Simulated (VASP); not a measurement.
## ZnS: relaxation of cell and atoms with PBEsol

ZnS:

```
Zn S
1.0
     0.00000    2.67826    2.67826
     2.67826    0.00000    2.67826
     2.67826    2.67826    0.00000
Zn S
1 1
Direct
  0.00000 0.00000 0.00000
  0.75000 0.75000 0.75000
```

```yaml
Program: VASP 6.6.1
Task: relaxation of cell and atoms
Functional: PBEsol
Potentials_or_basis: VASP PAW PBE potentials, release 64 (Zn, S)
Cutoff: 600 eV
k_mesh: 10 × 10 × 10
Occupations: gaussian, width 0.01 eV
Spin: no spin polarisation
Dipole_correction: no
Further_INCAR_settings: ALGO = Normal; EDIFF = 1e-07; IBRION = 2; EDIFFG = -0.001; NSW = 80; ISIF = 3
```

```json
{
 "Relaxed volume": "19.26 Å³/atom",
 "Relaxed cell": "a = 3.791 Å, b = 3.791 Å, c = 3.791 Å, α = 60.00°, β = 60.00°, γ = 60.00°",
 "Space group after relaxing (to 0.05 Å)": "F-43m (No. 216)",
 "Energy gained by relaxing": "0.0 meV/atom",
 "Ionic steps": "3",
 "Pressure after relaxing": "0.0 GPa",
 "Band gap on the k mesh": "2.08 eV, direct"
}
```

Final structure:
```cif
data_structure
_symmetry_space_group_name_H-M 'P 1'
_symmetry_Int_Tables_number 1
_cell_length_a 3.7907
_cell_length_b 3.7907
_cell_length_c 3.7907
_cell_angle_alpha 60.000
_cell_angle_beta 60.000
_cell_angle_gamma 60.000
_cell_volume 38.52
loop_
_atom_site_label
_atom_site_type_symbol
_atom_site_fract_x
_atom_site_fract_y
_atom_site_fract_z
_atom_site_occupancy
Zn1 Zn 0.00000 0.00000 0.00000 1
S1 S 0.75000 0.75000 0.75000 1
```

Levels at points of the mesh, in eV from the valence-band top:
```tsv
k point	band 6	band 7	band 8	band 9	band 10	band 11	band 12	band 13
(0.00, 0.00, 0.00)	-5.94	0.00	0.00	0.00	2.08	6.29	6.29	6.29
(0.50, 0.00, 0.00)	-5.74	-5.52	-0.91	-0.91	3.24	6.82	6.82	8.79
(0.50, 0.50, 0.00)	-5.72	-4.70	-2.34	-2.34	3.18	3.96	11.00	12.04
```

Wall time 2.2 min on 1 thread of AMD EPYC 7R13 (shared host), peak memory 0.16 GiB.

Caveat: the PAW data sets were made with another functional, which shifts forces and pressure a little. As with any semilocal functional, this PBEsol gap is likely too small.
